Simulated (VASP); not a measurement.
Li6SiS2N2, 22 atoms in the cell. The cell holds a disordered packing, 22 atoms: a = 7.061 Å, b = 6.830 Å, c = 7.078 Å, α = 93.42°, β = 90.26°, γ = 86.20°. 

| Item | Value |
| --- | --- |
| Program | VASP 6.6.1 |
| Task | single point |
| Functional | PBE |
| Dispersion | D3(BJ) |
| Potentials or basis | VASP PAW PBE potentials, release 64 (Si, S, Li_sv, N) |
| Cutoff | 650 eV |
| k mesh | 1 × 1 × 1, shifted |
| Occupations | fermi-dirac, width 0.112 eV |
| Spin | no spin polarisation |
| Dipole correction | no |
| Further INCAR settings | LREAL = Auto; ALGO = Normal; EDIFF = 1e-06; NBANDS = 61; ISYM = -1 |

Potentials or basis: VASP PAW PBE potentials, release 64 (Si, S, Li_sv, N).

Command:

```console
$ cat potpaw_PBE.64/Si/POTCAR potpaw_PBE.64/S/POTCAR potpaw_PBE.64/Li_sv/POTCAR potpaw_PBE.64/N/POTCAR > POTCAR
$ mpirun -np 1 vasp_std > vasp.out
```

Hardware: 1 thread of Intel Xeon 8259CL (shared host).

Problem. Estimate the wall time of this run.

Solution. Run time: 2.1 min on 1 thread of Intel Xeon 8259CL (shared host), peak memory 0.47 GiB. Counts: scf iterations 19, k points 1.
